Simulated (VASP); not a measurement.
The system is OsC3.

```
CELL_PARAMETERS angstrom
3.27746 0.00000 0.00000
0.00000 3.27746 0.00000
0.00000 0.00000 3.27746
ATOMIC_POSITIONS crystal
Os 0.00000 0.00000 0.00000
C 0.00000 0.50000 0.50000
C 0.50000 0.00000 0.50000
C 0.50000 0.50000 0.00000
```

- Program: VASP 6.6.1
- Task: relaxation of cell and atoms
- Functional: PBE
- Potentials or basis: VASP PAW PBE potentials, release 64 (Os, C)
- Cutoff: 600 eV
- k mesh: 6 × 6 × 6
- Occupations: gaussian, width 0.1 eV
- Spin: no spin polarisation

At the start: pressure -5.3 GPa; volume 8.80 Å³/atom.

Where does the relaxation end?

Over 3 steps the energy falls by 2.9 meV/atom and the volume is 8.63 Å³/atom (-1.9 %); space group Pm-3m (No. 221, to 0.1 Å) before and after.

The path:
| step | energy change (eV) | largest force (eV/Å) | pressure (GPa) | volume (Å³) |
| --- | --- | --- | --- | --- |
| 1 | 0.0000 | 0.0000 | -5.29 | 35.21 |
| 2 | 0.0042 | 0.0000 | 6.62 | 33.75 |
| 3 | -0.0115 | 0.0000 | -0.03 | 34.52 |

Final structure:
```
Os C
1.0
     3.25616    0.00000    0.00000
     0.00000    3.25616    0.00000
     0.00000    0.00000    3.25616
Os C
1 3
Direct
  0.00000 0.00000 0.00000
  0.00000 0.50000 0.50000
  0.50000 0.00000 0.50000
  0.50000 0.50000 0.00000
```
